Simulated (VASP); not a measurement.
# Lu (P6_3/mmc) in VASP: a series of runs

Runs on Lu. Level: PBE. Tasks: single point.

All numbers are computed with VASP 6.6.1; they aren't measurements. Logs are shortened: lines on timing, memory, paths and dates and some standing lists are left out, and cuts for length are marked.

### 1 The cell of the first run

Symmetry: P6_3/mmc, No. 194, hexagonal system. Conventional cell: a = 3.518 Å, b = 3.518 Å, c = 5.446 Å, α = 90.00°, β = 90.00°, γ = 120.00°. Lu (site symmetry -6m2) has 12 Lu at 3.40 to 3.52 Å within 4.5 Å.

### 2 Single point, PBE

INCAR reads:

```
SYSTEM = Lu
PREC = Accurate
ENCUT = 520
EDIFF = 1E-6
ISMEAR = 0
SIGMA = 0.1
LREAL = .False.
LASPH = .True.
NELM = 100
ALGO = Normal
ISIF = 2
LWAVE = .False.
LCHARG = .True.
GGA = PE
LELF = .True.
LVHAR = .True.
NBANDS = 32
```

KPOINTS reads:

```
Automatic mesh
0
Gamma
  6 6 4
  0 0 0
```

POSCAR reads:

```
Lu
1.0
    3.5180521700      0.0000000000      0.0000000000
   -1.7590260900      3.0467225500      0.0000000000
    0.0000000000      0.0000000000      5.4460843400
Lu
2
Direct
    0.3333333300      0.6666666700      0.2500000000
    0.6666666700      0.3333333300      0.7500000000
```

Potentials or basis: VASP PAW PBE potentials, release 64 (Lu).

Command:

```
$ cat potpaw_PBE.64/Lu/POTCAR > POTCAR
$ mpirun -np 1 vasp_std > vasp.out
```

OUTCAR:

```text
SYSTEM = Lu
   PREC = Accurate
   ENCUT = 520
   EDIFF = 1E-6
   ISMEAR = 0
   LREAL = .False.
   LASPH = .True.
   NELM = 100
   ISIF = 2
   GGA = PE

 ion  position               nearest neighbor table
   1  0.333  0.667  0.250-   2 3.40   2 3.40   2 3.40   2 3.40   2 3.40   2 3.40
   2  0.667  0.333  0.750-   1 3.40   1 3.40   1 3.40   1 3.40   1 3.40   1 3.40

  LATTYP: Found a hexagonal cell.
 ALAT       =     3.5180521700
 C/A-ratio  =     1.5480396756

  Lattice vectors:

 A1 = (   3.5180521700,   0.0000000000,   0.0000000000)
 A2 = (  -1.7590260900,   3.0467225500,   0.0000000000)
 A3 = (   0.0000000000,   0.0000000000,   5.4460843400)

Analysis of symmetry for initial positions (statically):
=====================================================================
 Subroutine PRICEL returns:
 Original cell was already a primitive cell.

 Routine SETGRP: Setting up the symmetry group for a
 hexagonal supercell.

 Subroutine GETGRP returns: Found 24 space group operations
 (whereof 12 operations were pure point group operations)
 out of a pool of 24 trial point group operations.

The static configuration has the point symmetry D_3d.
 The point group associated with its full space group is D_6h.

Analysis of symmetry for dynamics (positions and initial velocities):
=====================================================================
 Subroutine PRICEL returns:
 Original cell was already a primitive cell.

 Routine SETGRP: Setting up the symmetry group for a
 hexagonal supercell.

 Subroutine GETGRP returns: Found 24 space group operations
 (whereof 12 operations were pure point group operations)
 out of a pool of 24 trial point group operations.

The dynamic configuration has the point symmetry D_3d.
 The point group associated with its full space group is D_6h.

 Subroutine INISYM returns: Found 24 space group operations
 (whereof 12 operations are pure point group operations),
 and found     1 'primitive' translations

----------------------------------------------------------------------------------------

                                     Primitive cell

  volume of cell :      58.3740

  direct lattice vectors                    reciprocal lattice vectors
     3.518052170  0.000000000  0.000000000     0.284248201  0.164110776  0.000000000
    -1.759026090  3.046722550  0.000000000     0.000000000  0.328221551  0.000000000
     0.000000000  0.000000000  5.446084340     0.000000000  0.000000000  0.183618163

  length of vectors
     3.518052170  3.518052172  5.446084340     0.328221551  0.328221551  0.183618163

  position of ions in fractional coordinates (direct lattice)
     0.333333330  0.666666670  0.250000000
     0.666666670  0.333333330  0.750000000

  ion indices of the primitive-cell ions
   primitive index   ion index
                 1           1
                 2           2

----------------------------------------------------------------------------------------

 KPOINTS: Automatic mesh

Automatic generation of k-mesh.
 Grid dimensions read from file:
 generate k-points for:    6    6    4

 Generating k-lattice:

  Cartesian coordinates                     Fractional coordinates (reciprocal lattice)
     0.047374700  0.027351796  0.000000000     0.166666667  0.000000000  0.000000000
     0.000000000  0.054703592  0.000000000     0.000000000  0.166666667  0.000000000
     0.000000000  0.000000000  0.045904541     0.000000000  0.000000000  0.250000000

  Length of vectors
     0.054703592  0.054703592  0.045904541

  Shift w.r.t. Gamma in fractional coordinates (k-lattice)
     0.000000000  0.000000000  0.000000000

 Subroutine IBZKPT returns following result:
 ===========================================

 Found     21 irreducible k-points:

 Following reciprocal coordinates:
            Coordinates               Weight
  0.000000  0.000000  0.000000      1.000000
  0.166667 -0.000000  0.000000      6.000000
  0.333333  0.000000  0.000000      6.000000
  0.500000  0.000000  0.000000      3.000000
  0.166667  0.166667  0.000000      6.000000
  0.333333  0.166667  0.000000     12.000000
[... 13 lines left out ...]
  0.333333  0.166667  0.500000     12.000000
  0.333333  0.333333  0.500000      2.000000
   k-points           NKPTS =     21   k-points in BZ     NKDIM =     21   number of bands    NBANDS=     32
   number of dos      NEDOS =    301   number of ions     NIONS =      2
   total plane-waves  NPLWV =  32928
   dimension x,y,z NGX =    28 NGY =   28 NGZ =   42
   dimension x,y,z NGXF=    56 NGYF=   56 NGZF=   84
   ions per type =               2
   NGX,Y,Z   is equivalent  to a cutoff of  13.23, 13.23, 12.82 a.u.
   NGXF,Y,Z  is equivalent  to a cutoff of  26.46, 26.46, 25.64 a.u.
 SYSTEM =  Lu
   PREC   = accura    normal or accurate (medium, high low for compatibility)
   ISTART =      0    job   : 0-new  1-cont  2-samecut
   ICHARG =      2    charge: 1-file 2-atom 10-const
   ISPIN  =      1    spin polarized calculation?
   LNONCOLLINEAR =      F non collinear calculations
   LSORBIT =      F    spin-orbit coupling
   LASPH  =      T    aspherical Exc in radial PAW
   ENCUT  =  520.0 eV  38.22 Ry    6.18 a.u.   6.54  6.54 10.13*2*pi/ulx,y,z
   NELM   =    100;   NELMIN=  2; NELMDL= -5     # of ELM steps
   EDIFF  = 0.1E-05   stopping-criterion for ELM
   LREAL  =      F    real-space projection
   EDIFFG = 0.1E-04   stopping-criterion for IOM
   NSW    =      0    number of steps for IOM
   IBRION =     -1    ionic relax: 0-MD 1-quasi-New 2-CG
   NFREE  =      0    steps in history (QN), initial steepest desc. (CG)
   ISIF   =      2    stress and relaxation
   ISYM   =      2    0-nonsym 1-usesym 2-fastsym
   POTIM  = 0.5000    time-step for ionic-motion
   TEBEG  =    0.0;   TEEND  =   0.0 temperature during run
   PSTRESS=    0.0 pullay stress
   NELECT =      50.0000    total number of electrons
   NUPDOWN=      -1.0000    fix difference up-down
   EMIN   =  10.00;   EMAX   =-10.00  energy-range for DOS
   EFERMI =   0.00;   METHOD = LEGACY
   ISMEAR =     0;   SIGMA  =   0.10  broadening in eV -4-tet -1-fermi 0-gaus
   EFERMI_NEDOS =   21; number of points for ismear=-14 and -15
   IALGO  =     38    algorithm
   IMIX   =      4    mixing-type and parameters
     AMIX     =   0.40;   BMIX     =  1.00
     AMIX_MAG =   1.60;   BMIX_MAG =  1.00
  volume/ion in A,a.u.               =      29.19       196.96
  Fermi-wavevector in a.u.,A,eV,Ry     =   1.554742  2.938036 32.888309  2.417223
  Thomas-Fermi vector in A             =   2.658784
   LORBIT       =      0    0 simple, 1 ext, 2 COOP (PROOUT), +10 PAW based schemes
   GGA     = PE    functional components
   LHFCALC =     F    Hartree Fock is set to
   AEXX    =    0.0000 exact exchange contribution
   IVDW    =     0    specifies the selected vdW correction
   LEPSILON=     F    determine dielectric tensor
   LRPA    =     F    only Hartree local field effects (RPA)
 non-spin polarized calculation
 Gauss-broadening in eV      SIGMA  =   0.10
  energy-cutoff  :      520.00
  volume of cell :       58.37
 maximum number of plane-waves:      1604
 NGX is ok and might be reduce to    28
   NGX = 13   NGY = 13   NGZ = 21

 number of electron      49.9999995 magnetization

 Free energy of the ion-electron system (eV)
  ---------------------------------------------------
  ext. energy  EPLUGINS =         0.00000000
  ---------------------------------------------------
  free energy    TOTEN  =        -9.07560173 eV

  energy without entropy =       -9.06639067  energy(sigma->0) =       -9.07099620

 E-fermi :   2.2445     XC(G=0): -10.6529

 val. band max:        2.1481872206   @ k =   0.3333   0.1667   0.2500
 cond. band min:       2.2589705347   @ k =   0.3333   0.0000   0.0000
 fundamental gap:      0.1107833141
 Fermi energy:         2.2445270735

 k-point     1 :       0.0000    0.0000    0.0000
  band No.  band energies     occupation
      1     -53.9855      2.00000
      2     -53.9488      2.00000
      3     -24.9277      2.00000
      4     -24.5119      2.00000
      5     -24.5119      2.00000
      6     -24.4237      2.00000
[... 24 lines left out ...]
     31       5.6004      0.00000
     32       5.6004      0.00000

 k-point     2 :       0.1667   -0.0000    0.0000
  band No.  band energies     occupation
      1     -53.9796      2.00000
      2     -53.9472      2.00000
      3     -24.8850      2.00000
      4     -24.5905      2.00000
      5     -24.5392      2.00000
      6     -24.5061      2.00000
[... 24 lines left out ...]
     31       5.6640      0.00000
     32       5.7228      0.00000

 k-point     3 :       0.3333    0.0000    0.0000
  band No.  band energies     occupation
      1     -53.9664      2.00000
      2     -53.9453      2.00000
      3     -24.7801      2.00000
      4     -24.7492      2.00000
      5     -24.6610      2.00000
      6     -24.5901      2.00000
[... 24 lines left out ...]
     31       6.9539      0.00000
     32       7.2424      0.00000

 k-point     4 :       0.5000    0.0000    0.0000
  band No.  band energies     occupation
      1     -53.9581      2.00000
      2     -53.9460      2.00000
      3     -24.8290      2.00000
      4     -24.7342      2.00000
      5     -24.7013      2.00000
      6     -24.6145      2.00000
[... 24 lines left out ...]
     31       8.7800      0.00000
     32       8.8605      0.00000

 k-point     5 :       0.1667    0.1667    0.0000
  band No.  band energies     occupation
      1     -53.9699      2.00000
      2     -53.9455      2.00000
      3     -24.8102      2.00000
      4     -24.6724      2.00000
      5     -24.6620      2.00000
      6     -24.5533      2.00000
[... 479 lines left out ...]
     31       8.5025      0.00000
     32       8.5099      0.00000

 k-point    19 :       0.1667    0.1667    0.5000
  band No.  band energies     occupation
      1     -53.9577      2.00000
      2     -53.9577      2.00000
      3     -24.7663      2.00000
      4     -24.7663      2.00000
      5     -24.5506      2.00000
      6     -24.5506      2.00000
[... 24 lines left out ...]
     31       7.3021      0.00000
     32       7.3021      0.00000

 k-point    20 :       0.3333    0.1667    0.5000
  band No.  band energies     occupation
      1     -53.9521      2.00000
      2     -53.9521      2.00000
      3     -24.8406      2.00000
      4     -24.8406      2.00000
      5     -24.6098      2.00000
      6     -24.6098      2.00000
[... 24 lines left out ...]
     31       7.9744      0.00000
     32       7.9744      0.00000

 k-point    21 :       0.3333    0.3333    0.5000
  band No.  band energies     occupation
      1     -53.9502      2.00000
      2     -53.9502      2.00000
      3     -24.8194      2.00000
      4     -24.8194      2.00000
      5     -24.6862      2.00000
      6     -24.6862      2.00000
[... 24 lines left out ...]
     31       7.4276      0.00000
     32       7.4276      0.00000

------------------------ aborting loop because EDIFF is reached ----------------------------------------

  FORCE on cell =-STRESS in cart. coord.  units (eV):
  Direction    XX          YY          ZZ          XY          YZ          ZX
  --------------------------------------------------------------------------------------
  -------------------------------------------------------------------------------------
  Total       -0.0101340     -0.0101340     -0.0545941      0.0000000      0.0000000      0.0000000
  in kB       -0.2781463     -0.2781463     -1.4984298      0.0000000      0.0000000      0.0000000
  external PRESSURE =      -0.6849075 kB  Pullay stress =       0.0000000 kB

 VOLUME and BASIS-vectors are now :
 -----------------------------------------------------------------------------
  energy-cutoff  :      520.00
  volume of cell :       58.37
      direct lattice vectors                 reciprocal lattice vectors
     3.518052170  0.000000000  0.000000000     0.284248201  0.164110776  0.000000000
    -1.759026090  3.046722550  0.000000000     0.000000000  0.328221551  0.000000000
     0.000000000  0.000000000  5.446084340     0.000000000  0.000000000  0.183618163

 POSITION                                       TOTAL-FORCE (eV/Angst)
 -----------------------------------------------------------------------------------
     -0.00000      2.03115      1.36152        -0.000000      0.000000      0.000000
      1.75903      1.01557      4.08456         0.000000     -0.000000      0.000000
 -----------------------------------------------------------------------------------
    total drift:                               -0.000014      0.000008     -0.000000

  FREE ENERGIE OF THE ION-ELECTRON SYSTEM (eV)
  ---------------------------------------------------
  free  energy   TOTEN  =        -9.0756017268 eV

  energy  without entropy=       -9.0663906682  energy(sigma->0) =       -9.07099620
```

Wall time 21 s (1 thread of Intel Xeon 6975P-C (Granite Rapids), shared host); peak memory 0.19 GiB.

Results:

```
Free energy            : -9.0756 eV
Pressure               : -0.1 GPa
Band gap on the k mesh : zero (bands 25 and 26 overlap by 1.92 eV)
```

Stress tensor (GPa, compression positive):
```
-0.03  0.00  0.00
 0.00 -0.03  0.00
 0.00  0.00 -0.15
```

Caveat: spin-orbit coupling is left out, which moves the levels of the heavy elements.

### 3 Single point, PBE

This run uses another cell than the first one, of 29.08 Å³/atom.

INCAR reads:

```
PREC = Accurate ; ENCUT = 520
EDIFF = 1E-7 ; ISMEAR = 0
SIGMA = 0.1 ; LREAL = F
LASPH = T ; NELM = 60
ALGO = Fast ; ISIF = 2
LWAVE = F ; LCHARG = T
GGA = PE ; LELF = T
LVHAR = T ; NBANDS = 32
```

KPOINTS reads:

```
regular mesh
0
Gamma
  15 15 8
```

POSCAR reads:

```
Lu
1.0
    3.5066667672      0.0000000029      0.0000000000
   -1.7533333861      3.0368625016      0.0000000000
    0.0000000000      0.0000000000      5.4619468550
Lu
2
Direct
    0.3333333333      0.6666666667      0.2500000000
    0.6666666667      0.3333333333      0.7500000000
```

Potentials or basis: VASP PAW PBE potentials, release 64 (Lu).

Command:

```
$ cat potpaw_PBE.64/Lu/POTCAR > POTCAR
$ mpirun -np 1 vasp_std > vasp.out
```

Run time: 5.7 min. Hardware: 1 thread of Intel Xeon 6975P-C (Granite Rapids), shared host; peak memory 0.35 GiB.

The run converged. Its results:

```yaml
Free_energy: -9.0498 eV
Pressure: 0.0 GPa
Band_gap_on_the_k_mesh: zero (bands 25 and 26 overlap by 1.87 eV)
```

Levels at points of the mesh, in eV from the Fermi level:
```
           k point  band 22  band 23  band 24  band 25  band 26  band 27  band 28  band 29
(0.00, 0.00, 0.00)    -4.85    -4.85    -2.38     0.70     2.19     2.19     2.65     2.94
(0.00, 0.00, 0.50)    -4.85    -4.34    -4.34     1.24     1.24     2.09     2.09     2.09
```

Caveat: spin-orbit coupling is left out, which moves the levels of the heavy elements.

### 4 Single point, PBE

This run uses another cell than the first one, of 29.29 Å³/atom.

INCAR reads:

```
PREC = Accurate
ENCUT = 520
EDIFF = 1E-6
ISMEAR = -1
SIGMA = 0.15
LREAL = F
LASPH = T
NELM = 80
ALGO = Fast
ISIF = 2
LWAVE = F
LCHARG = F
GGA = PE
NBANDS = 32
```

KPOINTS reads:

```
Automatic mesh
0
Gamma
  15 15 8
```

POSCAR reads:

```
Lu
1.0
    3.5059402154      0.0000000029      0.0000000000
   -1.7529701102      3.0362332892      0.0000000000
    0.0000000000      0.0000000000      5.5026915300
Lu
2
Direct
    0.3333333333      0.6666666667      0.2500000000
    0.6666666667      0.3333333333      0.7500000000
```

Command:

```
$ cat potpaw_PBE.64/Lu/POTCAR > POTCAR
$ mpirun -np 1 vasp_std > vasp.out
```

It took 3.9 min on 1 thread of Intel Xeon 6975P-C (Granite Rapids), shared host; peak memory 0.35 GiB.

It converged, with:

- Free energy: -9.1628 eV
- Pressure: 0.0 GPa
- Band gap on the k mesh: zero (bands 25 and 26 overlap by 1.82 eV)

Levels at points of the mesh, in eV from the Fermi level:
```tsv
k point	band 21	band 22	band 23	band 24	band 25	band 26	band 27	band 28	band 29	band 30
(0.00, 0.00, 0.00)	-4.89	-4.87	-4.86	-2.39	0.62	2.20	2.20	2.57	2.92	2.92
(0.00, 0.00, 0.50)	-4.86	-4.86	-4.36	-4.36	1.19	1.19	2.11	2.11	2.11	2.11
```

Caveat: spin-orbit coupling is left out, which moves the levels of the heavy elements.

### 5 The runs side by side

```tsv
cell	k mesh	smearing	gap on the mesh (eV)	pressure (GPa)
a = 3.518, b = 3.518, c = 5.446 Å, angles 90.0, 90.0, 120.0°, 2 atoms	6 × 6 × 4	gaussian 0.1 eV	none	-0.1
a = 3.507, b = 3.507, c = 5.462 Å, angles 90.0, 90.0, 120.0°, 2 atoms	15 × 15 × 8	gaussian 0.1 eV	none	0.0
a = 3.506, b = 3.506, c = 5.503 Å, angles 90.0, 90.0, 120.0°, 2 atoms	15 × 15 × 8	fermi-dirac 0.15 eV	none	0.0
```

Alike in all rows: task single point; level PBE; potentials or basis VASP PAW PBE potentials, release 64 (Lu); no spin polarisation; cutoff (eV) 520.

Caveats: spin-orbit coupling is left out, which moves the levels of the heavy elements.

Total energies depend on the potentials used, so only differences within one code and one set of settings carry meaning.
